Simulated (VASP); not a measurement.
# Pb (Fm-3m) in VASP: further runs, part 2 of 2

VASP 6.6.1. The steps go on from the part before.

## (3) Single point, LDA

INCAR reads:

```
PREC     = Accurate       # precision mode
ENCUT    = 520            # plane-wave cutoff, eV
EDIFF    = 1E-6           # SCF threshold, eV
ISMEAR   = -1             # smearing method
SIGMA    = 0.03           # smearing width, eV
LREAL    = False          # projectors in reciprocal space
LASPH    = True           # aspherical terms in the spheres
NELM     = 100            # most SCF steps
ALGO     = Normal         # electronic algorithm
ISIF     = 2              # what is computed and relaxed
LWAVE    = False          # write WAVECAR
LCHARG   = False          # write CHGCAR
GGA      = CA             # functional
NBANDS   = 13             # bands
```

KPOINTS reads:

```
Automatic mesh
0
Gamma
  11 11 11
```

POSCAR reads:

```
Pb
1.0
    0.0000000000      2.4375492138      2.4375492138
    2.4375492138      0.0000000000      2.4375492138
    2.4375492138      2.4375492138      0.0000000000
Pb
1
Direct
    0.0000000000      0.0000000000      0.0000000000
```

Potentials or basis: VASP PAW LDA potentials, release 64 (Pb_d).

Command:

```
$ cat potpaw_LDA.64/Pb_d/POTCAR > POTCAR
$ mpirun -np 1 vasp_std > vasp.out
```

OUTCAR:

```text
PREC = Accurate
   ENCUT = 520
   EDIFF = 1E-6
   ISMEAR = -1
   LREAL = False
   LASPH = True
   NELM = 100
   ISIF = 2
   GGA = CA

 ion  position               nearest neighbor table
   1  0.000  0.000  0.000-

  LATTYP: Found a face centered cubic cell.
 ALAT       =     4.8750984276

  Lattice vectors:

 A1 = (   0.0000000000,   2.4375492138,   2.4375492138)
 A2 = (   2.4375492138,   0.0000000000,   2.4375492138)
 A3 = (   2.4375492138,   2.4375492138,   0.0000000000)

Analysis of symmetry for initial positions (statically):
=====================================================================
 Subroutine PRICEL returns:
 Original cell was already a primitive cell.

 Routine SETGRP: Setting up the symmetry group for a
 face centered cubic supercell.

 Subroutine GETGRP returns: Found 48 space group operations
 (whereof 48 operations were pure point group operations)
 out of a pool of 48 trial point group operations.

The static configuration has the point symmetry O_h .

Analysis of symmetry for dynamics (positions and initial velocities):
=====================================================================
 Subroutine PRICEL returns:
 Original cell was already a primitive cell.

 Routine SETGRP: Setting up the symmetry group for a
 face centered cubic supercell.

 Subroutine GETGRP returns: Found 48 space group operations
 (whereof 48 operations were pure point group operations)
 out of a pool of 48 trial point group operations.

The dynamic configuration has the point symmetry O_h .

 Subroutine INISYM returns: Found 48 space group operations
 (whereof 48 operations are pure point group operations),
 and found     1 'primitive' translations

----------------------------------------------------------------------------------------
[... 114 lines left out ...]
  Thomas-Fermi vector in A             =   2.416931
   LORBIT       =      0    0 simple, 1 ext, 2 COOP (PROOUT), +10 PAW based schemes
   GGA     = CA    functional components
   LHFCALC =     F    Hartree Fock is set to
   AEXX    =    0.0000 exact exchange contribution
   IVDW    =     0    specifies the selected vdW correction
   LEPSILON=     F    determine dielectric tensor
   LRPA    =     F    only Hartree local field effects (RPA)
 non-spin polarized calculation
  energy-cutoff  :      520.00
  volume of cell :       28.97
 maximum number of plane-waves:       793
 NGX is ok and might be reduce to    28
   NGX = 13   NGY = 13   NGZ = 13

 number of electron      13.9999999 magnetization

 Free energy of the ion-electron system (eV)
  ---------------------------------------------------
  ext. energy  EPLUGINS =         0.00000000
  ---------------------------------------------------
  free energy    TOTEN  =        -4.25900110 eV

  energy without entropy =       -4.25738926  energy(sigma->0) =       -4.25819518

 E-fermi :   7.6769     XC(G=0): -10.6759

 val. band max:        7.6730131294   @ k =   0.2727   0.0000   0.0000
 cond. band min:       7.6826421982   @ k =   0.3636   0.2727   0.0000
 fundamental gap:      0.0096290688
 Fermi energy:         7.6768853737

 k-point     1 :       0.0000    0.0000    0.0000
  band No.  band energies     occupation
      1      -9.5139      2.00000
      2      -9.5139      2.00000
      3      -9.5139      2.00000
      4      -9.3501      2.00000
      5      -9.3501      2.00000
      6      -4.5508      2.00000
      7      15.2489      0.00000
      8      15.2489      0.00000
      9      15.2489      0.00000
     10      17.3858      0.00000
     11      19.5914      0.00000
     12      20.3941      0.00000
     13      20.3941      0.00000
[... 354 lines left out ...]
  band No.  band energies     occupation
      1      -9.5092      2.00000
      2      -9.4760      2.00000
      3      -9.4033      2.00000
      4      -9.3852      2.00000
      5      -9.2713      2.00000
      6      -2.7817      2.00000
      7       8.4402      0.00000
      8      10.1086      0.00000
      9      14.6416      0.00000
     10      17.4438      0.00000
     11      18.9066      0.00000
     12      20.1846      0.00000
     13      21.0349      0.00000

 [... further k-points ...]

------------------------ aborting loop because EDIFF is reached ----------------------------------------

  FORCE on cell =-STRESS in cart. coord.  units (eV):
  Direction    XX          YY          ZZ          XY          YZ          ZX
  --------------------------------------------------------------------------------------
  -------------------------------------------------------------------------------------
  Total        0.0082371      0.0082371      0.0082371     -0.0000000      0.0000000      0.0000000
  in kB        0.4556130      0.4556130      0.4556130     -0.0000000      0.0000000      0.0000000
  external PRESSURE =       0.4556130 kB  Pullay stress =       0.0000000 kB

 VOLUME and BASIS-vectors are now :
 -----------------------------------------------------------------------------
  energy-cutoff  :      520.00
  volume of cell :       28.97
      direct lattice vectors                 reciprocal lattice vectors
     0.000000000  2.437549214  2.437549214    -0.205124064  0.205124064  0.205124064
     2.437549214  0.000000000  2.437549214     0.205124064 -0.205124064  0.205124064
     2.437549214  2.437549214  0.000000000     0.205124064  0.205124064 -0.205124064

 POSITION                                       TOTAL-FORCE (eV/Angst)
 -----------------------------------------------------------------------------------
      0.00000      0.00000      0.00000         0.000000      0.000000      0.000000
 -----------------------------------------------------------------------------------
    total drift:                               -0.000000     -0.000000     -0.000000

  FREE ENERGIE OF THE ION-ELECTRON SYSTEM (eV)
  ---------------------------------------------------
  free  energy   TOTEN  =        -4.2590010968 eV

  energy  without entropy=       -4.2573892586  energy(sigma->0) =       -4.25819518
```

OSZICAR:

```text
N       E                     dE             d eps       ncg     rms          rms(c)
DAV:   1     0.107581410754E+03    0.10758E+03   -0.71415E+03  1461   0.128E+03
DAV:   2     0.917209763430E+00   -0.10666E+03   -0.10277E+03  1531   0.315E+02
DAV:   3    -0.415793340230E+01   -0.50751E+01   -0.50596E+01  1789   0.742E+01
DAV:   4    -0.427073781916E+01   -0.11280E+00   -0.11277E+00  1775   0.117E+01
DAV:   5    -0.427601221769E+01   -0.52744E-02   -0.52742E-02  2096   0.236E+00    0.596E-01
DAV:   6    -0.426285147636E+01    0.13161E-01   -0.15810E-02  1801   0.229E+00    0.282E-01
DAV:   7    -0.425929360306E+01    0.35579E-02   -0.62661E-03  1876   0.131E+00    0.840E-02
DAV:   8    -0.425900190019E+01    0.29170E-03   -0.36436E-04  2136   0.324E-01    0.825E-03
DAV:   9    -0.425900109684E+01    0.80335E-06   -0.69885E-06  2021   0.452E-02
   1 F= -.42590011E+01 E0= -.42581952E+01  d E =-.161184E-02
```

stdout:

```text
POSCAR found type information on POSCAR Pb
 POSCAR found :  1 types and       1 ions
 scaLAPACK will be used
 LDA part: xc-table for (Slater(with rela. corr.)+CA(PZ))
 , standard interpolation
 POSCAR, INCAR and KPOINTS ok, starting setup
 FFT: planning ... GRIDC
 FFT: planning ... GRID_SOFT
 FFT: planning ... GRID
 WAVECAR not read
 entering main loop
```

Run time: 25 s. Hardware: 1 thread of Intel Xeon 8259CL, shared host; peak memory 0.15 GiB.

What came out:

```yaml
Free_energy: -4.2590 eV
Pressure: 0.0 GPa
Band_gap_on_the_k_mesh: zero (band 7 reaches 15.25 eV, above the bottom of band 8 at 6.00 eV)
```

Levels at points of the mesh, in eV from the Fermi level:
```tsv
k point	band 4	band 5	band 6	band 7	band 8	band 9	band 10	band 11
(0.00, 0.00, 0.00)	-17.03	-17.03	-12.23	7.57	7.57	7.57	9.71	11.91
```

Caveat: spin-orbit coupling is left out, which moves the levels of the heavy elements.

## (4) Single point, LDA

INCAR reads:

```
PREC = Accurate ; ENCUT = 520
EDIFF = 1E-6 ; ISMEAR = -1
SIGMA = 0.1 ; LREAL = F
LASPH = T ; NELM = 60
ALGO = Normal ; ISIF = 2
LWAVE = F ; LCHARG = F
GGA = CA ; NBANDS = 13
```

KPOINTS is that of step 3.

POSCAR is that of step 3.

Potentials or basis: VASP PAW LDA potentials, release 64 (Pb_d).

Command:

```
$ cat potpaw_LDA.64/Pb_d/POTCAR > POTCAR
$ mpirun -np 1 vasp_std > vasp.out
```

OUTCAR:

```text
PREC = Accurate
   ENCUT = 520
   EDIFF = 1E-6
   ISMEAR = -1
   LREAL = F
   LASPH = T
   NELM = 60
   ISIF = 2
   GGA = CA

 ion  position               nearest neighbor table
   1  0.000  0.000  0.000-

  LATTYP: Found a face centered cubic cell.
 ALAT       =     4.8750984276

  Lattice vectors:

 A1 = (   0.0000000000,   2.4375492138,   2.4375492138)
 A2 = (   2.4375492138,   0.0000000000,   2.4375492138)
 A3 = (   2.4375492138,   2.4375492138,   0.0000000000)

Analysis of symmetry for initial positions (statically):
=====================================================================
 Subroutine PRICEL returns:
 Original cell was already a primitive cell.

 Routine SETGRP: Setting up the symmetry group for a
 face centered cubic supercell.

 Subroutine GETGRP returns: Found 48 space group operations
 (whereof 48 operations were pure point group operations)
 out of a pool of 48 trial point group operations.

The static configuration has the point symmetry O_h .

Analysis of symmetry for dynamics (positions and initial velocities):
=====================================================================
 Subroutine PRICEL returns:
[... 169 lines left out ...]
      6      -4.5512      2.00000
      7      15.2485      0.00000
      8      15.2485      0.00000
      9      15.2485      0.00000
     10      17.3858      0.00000
     11      19.5912      0.00000
     12      20.3939      0.00000
     13      20.3939      0.00000
[... 354 lines left out ...]
  band No.  band energies     occupation
      1      -9.5102      2.00000
      2      -9.4770      2.00000
      3      -9.4043      2.00000
      4      -9.3862      2.00000
      5      -9.2723      2.00000
      6      -2.7821      2.00000
      7       8.4399      0.00046
      8      10.1083      0.00000
      9      14.6413      0.00000
     10      17.4438      0.00000
     11      18.9065      0.00000
     12      20.1844      0.00000
     13      21.0347      0.00000

 [... further k-points ...]

------------------------ aborting loop because EDIFF is reached ----------------------------------------

  FORCE on cell =-STRESS in cart. coord.  units (eV):
  Direction    XX          YY          ZZ          XY          YZ          ZX
  --------------------------------------------------------------------------------------
  -------------------------------------------------------------------------------------
  Total        0.0035196      0.0035196      0.0035196      0.0000000     -0.0000000      0.0000000
  in kB        0.1946748      0.1946748      0.1946748      0.0000000     -0.0000000      0.0000000
  external PRESSURE =       0.1946748 kB  Pullay stress =       0.0000000 kB

 VOLUME and BASIS-vectors are now :
 -----------------------------------------------------------------------------
  energy-cutoff  :      520.00
  volume of cell :       28.97
      direct lattice vectors                 reciprocal lattice vectors
     0.000000000  2.437549214  2.437549214    -0.205124064  0.205124064  0.205124064
     2.437549214  0.000000000  2.437549214     0.205124064 -0.205124064  0.205124064
     2.437549214  2.437549214  0.000000000     0.205124064  0.205124064 -0.205124064

 POSITION                                       TOTAL-FORCE (eV/Angst)
 -----------------------------------------------------------------------------------
      0.00000      0.00000      0.00000        -0.000000     -0.000000     -0.000000
 -----------------------------------------------------------------------------------
    total drift:                               -0.000000     -0.000000     -0.000000

  FREE ENERGIE OF THE ION-ELECTRON SYSTEM (eV)
  ---------------------------------------------------
  free  energy   TOTEN  =        -4.2647751505 eV

  energy  without entropy=       -4.2521699014  energy(sigma->0) =       -4.25847253
```

OSZICAR:

```text
N       E                     dE             d eps       ncg     rms          rms(c)
DAV:   1     0.107575482572E+03    0.10758E+03   -0.71415E+03  1461   0.128E+03
DAV:   2     0.912631454353E+00   -0.10666E+03   -0.10279E+03  1531   0.315E+02
DAV:   3    -0.416373240818E+01   -0.50764E+01   -0.50602E+01  1789   0.742E+01
DAV:   4    -0.427657347666E+01   -0.11284E+00   -0.11281E+00  1775   0.117E+01
DAV:   5    -0.428184888147E+01   -0.52754E-02   -0.52752E-02  2096   0.236E+00    0.597E-01
DAV:   6    -0.426864810430E+01    0.13201E-01   -0.15842E-02  1801   0.229E+00    0.283E-01
DAV:   7    -0.426506857800E+01    0.35795E-02   -0.63097E-03  1876   0.132E+00    0.847E-02
DAV:   8    -0.426477590668E+01    0.29267E-03   -0.36669E-04  2136   0.325E-01    0.823E-03
DAV:   9    -0.426477515053E+01    0.75615E-06   -0.70478E-06  2037   0.453E-02
   1 F= -.42647752E+01 E0= -.42584725E+01  d E =-.126052E-01
```

stdout:

```text
POSCAR found type information on POSCAR Pb
 POSCAR found :  1 types and       1 ions
 scaLAPACK will be used
 LDA part: xc-table for (Slater(with rela. corr.)+CA(PZ))
 , standard interpolation
 POSCAR, INCAR and KPOINTS ok, starting setup
 FFT: planning ... GRIDC
 FFT: planning ... GRID_SOFT
 FFT: planning ... GRID
 WAVECAR not read
 entering main loop
```

Wall time 26 s (1 thread of Intel Xeon 8259CL, shared host); peak memory 0.15 GiB.

Results:

* Free energy: -4.2648 eV
* Pressure: 0.0 GPa
* Band gap on the k mesh: zero (band 7 reaches 15.25 eV, above the bottom of band 8 at 6.00 eV)

Caveat: spin-orbit coupling is left out, which moves the levels of the heavy elements.

## (5) Single point, LDA, non-collinear spin, zero start, spin-orbit coupling

INCAR reads:

```
SYSTEM = Pb
  ALGO = Normal
  EDIFF = 1E-6
  ENCUT = 500
  GGA = CA
  GGA_COMPAT = .FALSE.
  ISIF = 2
  ISMEAR = -1
  LASPH = .TRUE.
  LCHARG = .FALSE.
  LORBIT = 11
  LORBMOM = .TRUE.
  LREAL = .FALSE.
  LSORBIT = .TRUE.
  LWAVE = .FALSE.
  MAGMOM = 0 0 0
  NBANDS = 25
  NELM = 200
  PREC = Accurate
  SIGMA = 0.1
```

KPOINTS reads:

```
k-points
0
G
  11 11 11
  0 0 0
```

POSCAR reads:

```
Pb
1.0
    0.0000000000      2.4375492124      2.4375492124
    2.4375492124      0.0000000000      2.4375492124
    2.4375492124      2.4375492124      0.0000000000
Pb
1
Direct
    0.0000000000      0.0000000000      0.0000000000
```

Potentials or basis: VASP PAW LDA potentials, release 64 (Pb_d).

Command:

```
$ cat potpaw_LDA.64/Pb_d/POTCAR > POTCAR
$ mpirun -np 1 vasp_ncl > vasp.out
```

OUTCAR:

```text
SYSTEM = Pb
   EDIFF = 1E-6
   ENCUT = 500
   GGA = CA
   ISIF = 2
   ISMEAR = -1
   LASPH = .TRUE.
   LORBIT = 11
   LREAL = .FALSE.
   LSORBIT = .TRUE.
   NELM = 200
   PREC = Accurate

 ion  position               nearest neighbor table
   1  0.000  0.000  0.000-

  LATTYP: Found a face centered cubic cell.
 ALAT       =     4.8750984248

  Lattice vectors:

 A1 = (   0.0000000000,   2.4375492124,   2.4375492124)
 A2 = (   2.4375492124,   0.0000000000,   2.4375492124)
 A3 = (   2.4375492124,   2.4375492124,   0.0000000000)

Analysis of symmetry for initial positions (statically):
=====================================================================
 Subroutine PRICEL returns:
 Original cell was already a primitive cell.

 Routine SETGRP: Setting up the symmetry group for a
 face centered cubic supercell.

 Subroutine GETGRP returns: Found 48 space group operations
 (whereof 48 operations were pure point group operations)
 out of a pool of 48 trial point group operations.

The static configuration has the point symmetry O_h .

Analysis of symmetry for dynamics (positions and initial velocities):
=====================================================================
 Subroutine PRICEL returns:
 Original cell was already a primitive cell.

[... 878 lines left out ...]
  free  energy   TOTEN  =        -4.8166186923 eV

  energy  without entropy=       -4.8020213839  energy(sigma->0) =       -4.80932004

 orbital moment (x)

 # of ion     p       d       tot
 ----------------------------------------
  1         0.000  -0.000  -0.000
 ----------------------------------------
            0.000  -0.000  -0.000

 orbital moment (y)

 # of ion     p       d       tot
 ----------------------------------------
  1         0.000  -0.000   0.000
 ----------------------------------------
            0.000  -0.000   0.000

 orbital moment (z)

 # of ion     p       d       tot
 ----------------------------------------
  1         0.000   0.000   0.000
 ----------------------------------------
            0.000   0.000   0.000

 Spin-Orbit-Coupling matrix elements

 Ion:    1  E_soc:     -1.1584582
 l=   1
     0.0000000    -0.1241190    -0.1241190
    -0.1241190     0.0000000    -0.1241190
    -0.1241190    -0.1241190     0.0000000
 l=   2
     0.0000000    -0.0138933     0.0000000    -0.0138933    -0.0550641
    -0.0138933     0.0000000    -0.0412981    -0.0138933    -0.0137660
     0.0000000    -0.0412981     0.0000000    -0.0412981     0.0000000
    -0.0138933    -0.0138933    -0.0412981     0.0000000    -0.0137660
    -0.0550641    -0.0137660     0.0000000    -0.0137660     0.0000000
 l=   3
     0.0000000     0.0000000     0.0000000     0.0000000     0.0000000     0.0000000     0.0000000
     0.0000000     0.0000000     0.0000000     0.0000000     0.0000000     0.0000000     0.0000000
     0.0000000     0.0000000     0.0000000     0.0000000     0.0000000     0.0000000     0.0000000
     0.0000000     0.0000000     0.0000000     0.0000000     0.0000000     0.0000000     0.0000000
     0.0000000     0.0000000     0.0000000     0.0000000     0.0000000     0.0000000     0.0000000
     0.0000000     0.0000000     0.0000000     0.0000000     0.0000000     0.0000000     0.0000000
     0.0000000     0.0000000     0.0000000     0.0000000     0.0000000     0.0000000     0.0000000

 total charge

# of ion       s       p       d       tot
------------------------------------------
    1        1.396   0.790   9.809  11.995

 magnetization (x)

# of ion       s       p       d       tot
------------------------------------------
    1        0.000   0.000   0.000   0.000

 magnetization (y)

# of ion       s       p       d       tot
------------------------------------------
    1        0.000  -0.000   0.000   0.000

 magnetization (z)

# of ion       s       p       d       tot
------------------------------------------
    1        0.000   0.000  -0.000   0.000
```

OSZICAR:

```text
N       E                     dE             d eps       ncg     rms          rms(c)
DAV:   1     0.149086752440E+03    0.14909E+03   -0.65842E+03  2800   0.133E+03
DAV:   2     0.656700517533E+01   -0.14252E+03   -0.13725E+03  2856   0.360E+02
DAV:   3    -0.443070108902E+01   -0.10998E+02   -0.10893E+02  3419   0.122E+02
DAV:   4    -0.481034992807E+01   -0.37965E+00   -0.37935E+00  3649   0.244E+01
DAV:   5    -0.482940378133E+01   -0.19054E-01   -0.19053E-01  4266   0.489E+00    0.600E-01
DAV:   6    -0.481993006405E+01    0.94737E-02   -0.12781E-02  4082   0.204E+00    0.278E-01
DAV:   7    -0.481694167060E+01    0.29884E-02   -0.39164E-03  4075   0.104E+00    0.204E-01
DAV:   8    -0.481674658302E+01    0.19509E-03   -0.15361E-04  3647   0.151E-01    0.357E-02
DAV:   9    -0.481661892456E+01    0.12766E-03   -0.62631E-05  3637   0.153E-01    0.358E-03
DAV:  10    -0.481661869234E+01    0.23222E-06   -0.11933E-06  3123   0.168E-02
   1 F= -.48166187E+01 E0= -.48093200E+01  d E =-.145973E-01  mag=     0.0000    -0.0000    -0.0000
```

stdout:

```text
POSCAR found type information on POSCAR Pb
 POSCAR found :  1 types and       1 ions
 scaLAPACK will be used
 LDA part: xc-table for (Slater(with rela. corr.)+CA(PZ))
 , standard interpolation
 POSCAR, INCAR and KPOINTS ok, starting setup
 FFT: planning ... GRIDC
 FFT: planning ... GRID_SOFT
 FFT: planning ... GRID
 WAVECAR not read
 entering main loop
```

It took 2 min on 1 thread of Intel Xeon 8259CL, shared host; peak memory 0.23 GiB.

Results:

- Free energy: -4.8166 eV
- Pressure: 0.0 GPa
- Net moment: 0.00 μB per cell
- Valence electrons inside the program's atomic spheres: Pb 11.99

Moments on the atoms (μB; x, y, z):
```
Pb  0.00 0.00 0.00
```

## (6) Overview

```csv
spin,cutoff (eV),smearing,gap on the mesh (eV),pressure (GPa)
off,520,fermi-dirac 0.01 eV,none,0.1
off,520,fermi-dirac 0.03 eV,none,0.0
off,520,fermi-dirac 0.1 eV,none,0.0
"non-collinear, zero start, SOC",500,fermi-dirac 0.1 eV,-,0.0
```

Alike in all rows: task single point; level LDA; potentials or basis VASP PAW LDA potentials, release 64 (Pb_d); cell as given; k mesh 11 × 11 × 11.

Every run on the cell as given and a fine mesh finds a metal.

Caveats: spin-orbit coupling is left out, which moves the levels of the heavy elements (some runs).

Absolute energies hang on the potentials; compare differences alone.
